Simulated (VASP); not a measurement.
Input of a VASP 6.6.1 run:

The input INCAR:

```
SYSTEM = AlAs
ALGO = Normal
DIPOL = 0.5 0.5 0.502
EDIFF = 1E-6
ENCUT = 520
GGA = PE
IDIPOL = 3
ISIF = 2
ISMEAR = 0
IVDW = 12
LASPH = .TRUE.
LCHARG = .FALSE.
LDIPOL = .TRUE.
LREAL = Auto
LWAVE = .FALSE.
NBANDS = 46
NELM = 100
PREC = Accurate
SIGMA = 0.05
```

Contents of KPOINTS:

```
k-points
0
G
  2 2 1
  0 0 0
```

POSCAR

```
AlAs
1.0
    8.0103882425      0.0000000000      0.0000000000
   -4.0051941213      6.9371997122      0.0000000000
    0.0000000000      0.0000000000     20.0877841325
As Al
8 8
Direct
    0.5000000000      0.0000000000      0.3982519897
    0.5000000000      0.5000000000      0.3982519897
    0.0000000000      0.0000000000      0.3982519897
    0.0000000000      0.5000000000      0.3982519897
    0.6666666667      0.8333333333      0.5711887791
    0.6666666667      0.3333333333      0.5711887791
    0.1666666667      0.8333333333      0.5711887791
    0.1666666667      0.3333333333      0.5711887791
    0.1666666667      0.8333333333      0.4389511938
    0.1666666667      0.3333333333      0.4389511938
    0.6666666667      0.8333333333      0.4389511938
    0.6666666667      0.3333333333      0.4389511938
    0.3333333333      0.6666666667      0.5991925008
    0.3333333333      0.1666666667      0.5991925008
    0.8333333333      0.6666666667      0.5991925008
    0.8333333333      0.1666666667      0.5991925008
```

Potentials or basis: VASP PAW PBE potentials, release 64 (As, Al).

Launch:

```sh
$ cat potpaw_PBE.64/As/POTCAR potpaw_PBE.64/Al/POTCAR > POTCAR
$ mpirun -np 1 vasp_std > vasp.out
```

(1) Estimate the band gap on the k mesh.

(2) Predict the dispersion energy per atom.

(3) Estimate the largest force.

## Answers

(1) 0.25 eV.

(2) -0.210 eV.

(3) 0.699 eV/Å.

Caveat: the k points lie up to 0.45 Å⁻¹ apart.
